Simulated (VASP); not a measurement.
Wanted: the native input for a VASP 6.6.1 run.

```yaml
Task: single point
Functional: PBE
Potentials_or_basis: VASP PAW PBE potentials, release 64 (B, P)
Cutoff: 520 eV
k_mesh: 6 × 6 × 6
Occupations: gaussian, width 0.01 eV
Spin: no spin polarisation
Dipole_correction: no
Further_INCAR_settings: ALGO = Normal; EDIFF = 1e-06; NBANDS = 11
```

The structure of BP lies in POSCAR:

```
BP
1.0
    0.0000000000      2.2683156689      2.2683156689
    2.2683156689      0.0000000000      2.2683156689
    2.2683156689      2.2683156689      0.0000000000
B P
1 1
Direct
    0.0000000000      0.0000000000      0.0000000000
    0.2500000000      0.2500000000      0.2500000000
```

One way to write it, as run:

INCAR

```
PREC = Accurate
ENCUT = 520
EDIFF = 1E-6
ISMEAR = 0
SIGMA = 0.01
LREAL = F
LASPH = T
NELM = 80
ALGO = Normal
ISIF = 2
LWAVE = F
LCHARG = T
GGA = PE
LELF = T
LVHAR = T
NBANDS = 11
```

KPOINTS

```
regular mesh
0
Gamma
  6 6 6
```

Potentials or basis: VASP PAW PBE potentials, release 64 (B, P).

Command:

```sh
$ cat potpaw_PBE.64/B/POTCAR potpaw_PBE.64/P/POTCAR > POTCAR
$ mpirun -np 1 vasp_std > vasp.out
```

Results of the run:

| Quantity | Value |
| --- | --- |
| Pressure | 1.2 GPa |
| Band gap on the k mesh | 1.33 eV, indirect (least direct gap 3.40 eV) |

Wall time 5 s on 1 thread of Intel(R) Xeon(R) Platinum 8488C (Sapphire Rapids) (shared host), peak memory 0.13 GiB.
